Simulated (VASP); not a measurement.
# Ga3BiO4 (P1) in VASP: single point with PBE

Aim: the single point of Ga3BiO4 with PBE.

Everything below comes from runs of VASP 6.6.1. Logs are shortened: lines on timing, memory, paths and dates and some standing lists are left out, and cuts for length are marked.

## Step 1: The cell of the first run

The typed cell holds 8 atoms: a = 3.782 Å, b = 4.861 Å, c = 7.102 Å, α = 70.00°, β = 89.97°, γ = 89.99°.

## Step 2: Single point, PBE

INCAR

```
SYSTEM = Ga3BiO4
ALGO = Normal
EDIFF = 1E-6
ENCUT = 520
GGA = PE
ISIF = 2
ISMEAR = 0
LASPH = .TRUE.
LCHARG = .FALSE.
LREAL = .FALSE.
LWAVE = .FALSE.
NBANDS = 49
NELM = 60
PREC = Accurate
SIGMA = 0.1
```

KPOINTS

```
k-points
0
G
  4 4 4
  0 0 0
```

POSCAR

```
Ga3BiO4
1.0
    3.7796035850     -0.0039907449     -0.1298609893
    0.0068883298      4.8610034120      0.0353997053
    0.2362834762      2.3799232335      6.6868113569
Ga Bi O
3 1 4
Direct
    0.7637292994      0.3126579843      0.5000032291
    0.2362753801      0.8123602692      0.5000573574
    0.9998023754      0.8129057501      0.9991301465
    0.4998222366      0.3124419883      0.0002250810
    0.0003752208      0.6473795446      0.3299366155
    0.9998212231      0.9774440002      0.6703168843
    0.5002211311      0.1382050178      0.3483620885
    0.4999531334      0.4866054454      0.6519685977
```

Potentials or basis: VASP PAW PBE potentials, release 64 (Ga_d, Bi_d, O).

Run with:

```
$ cat potpaw_PBE.64/Ga_d/POTCAR potpaw_PBE.64/Bi_d/POTCAR potpaw_PBE.64/O/POTCAR > POTCAR
$ mpirun -np 1 vasp_std > vasp.out
```

OUTCAR:

```text
SYSTEM = Ga3BiO4
   EDIFF = 1E-6
   ENCUT = 520
   GGA = PE
   ISIF = 2
   ISMEAR = 0
   LASPH = .TRUE.
   LREAL = .FALSE.
   NELM = 60
   PREC = Accurate

 ion  position               nearest neighbor table
   1  0.764  0.313  0.500-   8 1.87   7 1.87   5 1.89   6 1.89
   2  0.236  0.812  0.500-   7 1.87   8 1.87   5 1.89   6 1.89
   3  1.000  0.813  0.999-   6 2.19   5 2.21   4 3.08   4 3.08   4 3.08   4 3.08
   4  0.500  0.312  0.000-   7 2.32   8 2.32   3 3.08   3 3.08   3 3.08   3 3.08
   5  0.000  0.647  0.330-   1 1.89   2 1.89   3 2.21
   6  1.000  0.977  0.670-   2 1.89   1 1.89   3 2.19
   7  0.500  0.138  0.348-   2 1.87   1 1.87   4 2.32
   8  0.500  0.487  0.652-   1 1.87   2 1.87   4 2.32

  LATTYP: Found a triclinic cell.
 ALAT       =     7.1016414019
 B/A-ratio  =     0.6845089625
 C/A-ratio  =     0.5325298370
 COS(alpha) =     0.0001109165
 COS(beta)  =     0.0005661143
 COS(gamma) =     0.3420177146

  Lattice vectors:

 A1 = (  -0.2362834762,  -2.3799232335,  -6.6868113569)
 A2 = (  -0.0068883298,  -4.8610034120,  -0.0353997053)
 A3 = (  -3.7796035850,   0.0039907449,   0.1298609893)

Analysis of symmetry for initial positions (statically):
=====================================================================
 Subroutine PRICEL returns:
 Original cell was already a primitive cell.

 Routine SETGRP: Setting up the symmetry group for a
 triclinic supercell.

 Subroutine GETGRP returns: Found  1 space group operations
 (whereof  1 operations were pure point group operations)
 out of a pool of  2 trial point group operations.

The static configuration has the point symmetry C_1 .

Analysis of symmetry for dynamics (positions and initial velocities):
=====================================================================
 Subroutine PRICEL returns:
 Original cell was already a primitive cell.

 Routine SETGRP: Setting up the symmetry group for a
 triclinic supercell.

 Subroutine GETGRP returns: Found  1 space group operations
 (whereof  1 operations were pure point group operations)
 out of a pool of  2 trial point group operations.

The dynamic configuration has the point symmetry C_1 .

 Subroutine INISYM returns: Found  1 space group operations
 (whereof  1 operations are pure point group operations),
 and found     1 'primitive' translations

----------------------------------------------------------------------------------------

                                     Primitive cell

  volume of cell :     122.6833

  direct lattice vectors                    reciprocal lattice vectors
     3.779603585 -0.003990745 -0.129860989     0.264260611 -0.000307268 -0.009228486
     0.006888330  4.861003412  0.035399705    -0.002301648  0.206256107 -0.073327904
     0.236283476  2.379923234  6.686811357     0.005144249 -0.001097879  0.149757083

  length of vectors
     3.781835938  4.861137188  7.101641402     0.264421879  0.218915191  0.149849433

  position of ions in fractional coordinates (direct lattice)
     0.763729299  0.312657984  0.500003229
     0.236275380  0.812360269  0.500057357
     0.999802375  0.812905750  0.999130147
     0.499822237  0.312441988  0.000225081
     0.000375221  0.647379545  0.329936616
     0.999821223  0.977444000  0.670316884
     0.500221131  0.138205018  0.348362088
     0.499953133  0.486605445  0.651968598

  ion indices of the primitive-cell ions
   primitive index   ion index
                 1           1
                 2           2
                 3           3
                 4           4
                 5           5
                 6           6
                 7           7
                 8           8

----------------------------------------------------------------------------------------

 KPOINTS: k-points

Automatic generation of k-mesh.
 Grid dimensions read from file:
 generate k-points for:    4    4    4

 Generating k-lattice:

  Cartesian coordinates                     Fractional coordinates (reciprocal lattice)
     0.066065153 -0.000076817 -0.002307121     0.250000000 -0.000000000  0.000000000
    -0.000575412  0.051564027 -0.018331976     0.000000000  0.250000000  0.000000000
     0.001286062 -0.000274470  0.037439271     0.000000000 -0.000000000  0.250000000

  Length of vectors
     0.066105470  0.054728798  0.037462358

  Shift w.r.t. Gamma in fractional coordinates (k-lattice)
     0.000000000  0.000000000  0.000000000

 Subroutine IBZKPT returns following result:
 ===========================================

 Found     36 irreducible k-points:

 Following reciprocal coordinates:
            Coordinates               Weight
  0.000000  0.000000  0.000000      1.000000
  0.250000  0.000000  0.000000      2.000000
  0.500000  0.000000  0.000000      1.000000
  0.000000  0.250000  0.000000      2.000000
  0.250000  0.250000  0.000000      2.000000
  0.500000  0.250000  0.000000      2.000000
[... 16 lines left out ...]
 -0.000000 -0.250000  0.250000      2.000000
  0.250000 -0.250000  0.250000      2.000000
 [... further k-points ...]
   k-points           NKPTS =     36   k-points in BZ     NKDIM =     36   number of bands    NBANDS=     49
   number of dos      NEDOS =    301   number of ions     NIONS =      8
   total plane-waves  NPLWV =  54432
   dimension x,y,z NGX =    28 NGY =   36 NGZ =   54
   dimension x,y,z NGXF=    56 NGYF=   72 NGZF=  108
   ions per type =               3   1   4
   NGX,Y,Z   is equivalent  to a cutoff of  12.31, 12.31, 12.64 a.u.
   NGXF,Y,Z  is equivalent  to a cutoff of  24.62, 24.62, 25.28 a.u.
 SYSTEM =  Ga3BiO4
   PREC   = accura    normal or accurate (medium, high low for compatibility)
   ISTART =      0    job   : 0-new  1-cont  2-samecut
   ICHARG =      2    charge: 1-file 2-atom 10-const
   ISPIN  =      1    spin polarized calculation?
   LNONCOLLINEAR =      F non collinear calculations
   LSORBIT =      F    spin-orbit coupling
   LASPH  =      T    aspherical Exc in radial PAW
   ENCUT  =  520.0 eV  38.22 Ry    6.18 a.u.   7.03  9.04 13.20*2*pi/ulx,y,z
   NELM   =     60;   NELMIN=  2; NELMDL= -5     # of ELM steps
   EDIFF  = 0.1E-05   stopping-criterion for ELM
   LREAL  =      F    real-space projection
[... 7 lines left out ...]
   TEBEG  =    0.0;   TEEND  =   0.0 temperature during run
   PSTRESS=    0.0 pullay stress
   NELECT =      78.0000    total number of electrons
   NUPDOWN=      -1.0000    fix difference up-down
   EMIN   =  10.00;   EMAX   =-10.00  energy-range for DOS
   EFERMI =   0.00;   METHOD = LEGACY
   ISMEAR =     0;   SIGMA  =   0.10  broadening in eV -4-tet -1-fermi 0-gaus
   EFERMI_NEDOS =   21; number of points for ismear=-14 and -15
   IALGO  =     38    algorithm
   IMIX   =      4    mixing-type and parameters
     AMIX     =   0.40;   BMIX     =  1.00
     AMIX_MAG =   1.60;   BMIX_MAG =  1.00
  volume/ion in A,a.u.               =      15.34       103.49
  Fermi-wavevector in a.u.,A,eV,Ry     =   1.407704  2.660174 26.961704  1.981629
  Thomas-Fermi vector in A             =   2.529936
   LORBIT       =      0    0 simple, 1 ext, 2 COOP (PROOUT), +10 PAW based schemes
   GGA     = PE    functional components
   LHFCALC =     F    Hartree Fock is set to
   AEXX    =    0.0000 exact exchange contribution
   IVDW    =     0    specifies the selected vdW correction
   LEPSILON=     F    determine dielectric tensor
   LRPA    =     F    only Hartree local field effects (RPA)
 non-spin polarized calculation
 Gauss-broadening in eV      SIGMA  =   0.10
  energy-cutoff  :      520.00
  volume of cell :      122.68
 maximum number of plane-waves:      3321
   NGX = 15   NGY = 19   NGZ = 27

 number of electron      77.9999970 magnetization

 Free energy of the ion-electron system (eV)
  ---------------------------------------------------
  ext. energy  EPLUGINS =         0.00000000
  ---------------------------------------------------
  free energy    TOTEN  =       -42.99668497 eV

  energy without entropy =      -42.99202359  energy(sigma->0) =      -42.99435428

 E-fermi :   5.1471     XC(G=0): -10.4141

 val. band max:        5.1349808998   @ k =   0.5000   0.0000   0.5000
 cond. band min:       5.2195823550   @ k =   0.5000   0.0000   0.2500
 fundamental gap:      0.0846014552
 Fermi energy:         5.1471345683

 k-point     1 :       0.0000    0.0000    0.0000
  band No.  band energies     occupation
      1     -18.0944      2.00000
      2     -17.9724      2.00000
      3     -17.9692      2.00000
      4     -17.9573      2.00000
      5     -17.9354      2.00000
      6     -14.6455      2.00000
[... 41 lines left out ...]
     48      12.2606      0.00000
     49      12.5891      0.00000

 k-point     2 :       0.2500    0.0000    0.0000
  band No.  band energies     occupation
      1     -18.0825      2.00000
      2     -17.9817      2.00000
      3     -17.9682      2.00000
      4     -17.9460      2.00000
      5     -17.9344      2.00000
      6     -14.4651      2.00000
[... 41 lines left out ...]
     48      11.5999      0.00000
     49      12.6729      0.00000

 k-point     3 :       0.5000    0.0000    0.0000
  band No.  band energies     occupation
      1     -18.0730      2.00000
      2     -17.9910      2.00000
      3     -17.9671      2.00000
      4     -17.9564      2.00000
      5     -17.9091      2.00000
      6     -14.1170      2.00000
[... 41 lines left out ...]
     48      12.4860      0.00000
     49      12.7084      0.00000

 k-point     4 :       0.0000    0.2500    0.0000
  band No.  band energies     occupation
      1     -18.0924      2.00000
      2     -17.9723      2.00000
      3     -17.9697      2.00000
      4     -17.9550      2.00000
      5     -17.9350      2.00000
      6     -14.5276      2.00000
[... 977 lines left out ...]
     48      12.2926      0.00000
     49      12.9361      0.00000

 k-point    23 :      -0.0000   -0.2500    0.2500
  band No.  band energies     occupation
      1     -18.0902      2.00000
      2     -17.9724      2.00000
      3     -17.9697      2.00000
      4     -17.9550      2.00000
      5     -17.9350      2.00000
      6     -14.5418      2.00000
[... 41 lines left out ...]
     48      11.4300      0.00000
     49      11.6922      0.00000

 k-point    24 :       0.2500   -0.2500    0.2500
  band No.  band energies     occupation
      1     -18.0788      2.00000
      2     -17.9817      2.00000
      3     -17.9687      2.00000
      4     -17.9469      2.00000
      5     -17.9325      2.00000
      6     -14.3929      2.00000
[... 41 lines left out ...]
     48      12.2689      0.00000
     49      12.9475      0.00000

 [... further k-points ...]
[... 5 lines left out ...]
  --------------------------------------------------------------------------------------
  -------------------------------------------------------------------------------------
  Total        0.2057126      0.1384512      0.2768721     -0.0049955     -0.0000683     -0.0053882
  in kB        2.6864947      1.8080980      3.6157997     -0.0652380     -0.0008920     -0.0703665
  external PRESSURE =       2.7034641 kB  Pullay stress =       0.0000000 kB

 VOLUME and BASIS-vectors are now :
 -----------------------------------------------------------------------------
  energy-cutoff  :      520.00
  volume of cell :      122.68
      direct lattice vectors                 reciprocal lattice vectors
     3.779603585 -0.003990745 -0.129860989     0.264260611 -0.000307268 -0.009228486
     0.006888330  4.861003412  0.035399705    -0.002301648  0.206256107 -0.073327904
     0.236283476  2.379923234  6.686811357     0.005144249 -0.001097879  0.149757083

 POSITION                                       TOTAL-FORCE (eV/Angst)
 -----------------------------------------------------------------------------------
      3.00689      2.70675      3.25532         0.001520     -0.000624     -0.000815
      1.01678      5.13804      3.34186        -0.002342     -0.002324     -0.001127
      4.02053      6.32540      6.57994         0.000304      0.001643      0.004001
      1.89134      1.51732     -0.05234         0.000074     -0.000715     -0.003585
      0.08384      3.93214      2.22909        -0.001471      0.002214     -0.013036
      3.94405      6.34267      4.38705         0.001939     -0.001789      0.009868
      1.97390      1.49889      2.26936        -0.001107      0.001527     -0.045957
      2.04703      3.91503      4.31189         0.001084      0.000067      0.050649
 -----------------------------------------------------------------------------------
    total drift:                               -0.000052      0.000043     -0.000482

  FREE ENERGIE OF THE ION-ELECTRON SYSTEM (eV)
  ---------------------------------------------------
  free  energy   TOTEN  =       -42.9966849708 eV

  energy  without entropy=      -42.9920235864  energy(sigma->0) =      -42.99435428
```

It took 4.3 min on 1 thread of Intel Xeon Platinum 8488C (Sapphire Rapids), shared host; peak memory 0.32 GiB.

Results:

```yaml
Free_energy: -42.9967 eV
Pressure: 0.3 GPa
Largest_force: 0.051 eV/Å
Band_gap_on_the_k_mesh: zero (bands 39 and 40 overlap by 3.42 eV)
```

Forces on the atoms (eV/Å):
```
Ga   0.002 -0.001 -0.001
Ga  -0.002 -0.002 -0.001
Ga   0.000  0.002  0.004
Bi   0.000 -0.001 -0.004
O   -0.001  0.002 -0.013
O    0.002 -0.002  0.010
O   -0.001  0.002 -0.046
O    0.001  0.000  0.051
```

Stress tensor (GPa, compression positive):
```
 0.27 -0.01 -0.01
-0.01  0.18  0.00
-0.01  0.00  0.36
```

Levels at points of the mesh, in eV from the Fermi level:
| k point | band 36 | band 37 | band 38 | band 39 | band 40 | band 41 | band 42 | band 43 |
| --- | --- | --- | --- | --- | --- | --- | --- | --- |
| (0.00, 0.00, 0.00) | -2.32 | -2.15 | -1.72 | -1.29 | 0.94 | 2.26 | 2.31 | 4.33 |
| (0.50, 0.00, 0.00) | -2.85 | -2.49 | -1.99 | 0.15 | 0.92 | 1.25 | 1.92 | 3.63 |
| (0.00, 0.50, 0.00) | -2.67 | -2.55 | -2.47 | 2.01 | 2.29 | 3.13 | 3.60 | 3.63 |
| (0.50, 0.50, 0.00) | -2.59 | -2.55 | -2.20 | -2.12 | -1.41 | 3.21 | 3.71 | 5.01 |
| (0.00, 0.00, 0.50) | -2.29 | -2.14 | -2.08 | -1.30 | -0.25 | 1.09 | 4.05 | 4.49 |
| (0.50, 0.00, 0.50) | -3.03 | -2.88 | -2.65 | -0.01 | 1.46 | 1.48 | 1.78 | 3.04 |
| (0.00, 0.50, 0.50) | -2.67 | -2.55 | -2.47 | 2.01 | 2.29 | 3.13 | 3.60 | 3.63 |
| (0.50, 0.50, 0.50) | -2.59 | -2.55 | -2.20 | -2.12 | -1.41 | 3.21 | 3.71 | 5.02 |

Caveat: the k points lie up to 0.42 Å⁻¹ apart, too coarse for converged energies and pressures of a metal; spin-orbit coupling is left out, which moves the levels of the heavy elements.

The gap in the log of VASP goes by the Fermi energy; the results here count the filled bands.